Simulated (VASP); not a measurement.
Si5Ge, 6 atoms in the cell. The structure is trigonal, space group P-3m1 (No. 164). Conventional cell: a = 2.862 Å, b = 2.862 Å, c = 13.175 Å, α = 90.00°, β = 90.00°, γ = 120.00°. Si (site symmetry 3m) has 12 Si at 2.64 to 2.86 Å within 3.5 Å. Si (site symmetry 3m) has 9 Si at 2.64 to 2.86 Å and 3 Ge at 2.97 Å within 3.5 Å. Within 3.5 Å of Si (site symmetry -3m) lie 12 Si at 2.64 to 2.86 Å. Within 3.8 Å of Ge (site symmetry -3m) lie 6 Ge at 2.86 Å and 6 Si at 2.97 Å. 

* Program: VASP 6.6.1
* Task: single point
* Functional: PBE
* Potentials or basis: VASP PAW PBE potentials, release 64 (Si, Ge_d)
* Cutoff: 520 eV
* k mesh: 18 × 18 × 4
* Occupations: gaussian, width 0.1 eV
* Spin: no spin polarisation
* Dipole correction: no
* Further INCAR settings: ALGO = Normal; EDIFF = 1e-06; NBANDS = 26

Potentials or basis: VASP PAW PBE potentials, release 64 (Si, Ge_d).

Launch:

```bash
$ cat potpaw_PBE.64/Si/POTCAR potpaw_PBE.64/Ge_d/POTCAR > POTCAR
$ mpirun -np 1 vasp_std > vasp.out
```

Hardware: 1 thread of Intel(R) Xeon(R) 6975P-C (Granite Rapids) (shared host).

Problem. How long does it take, and how much memory?

Solution. Wall time 6.3 min on 1 thread of Intel(R) Xeon(R) 6975P-C (Granite Rapids), on a shared host, peak memory 0.41 GiB. Counts: scf iterations 16, k points 138.
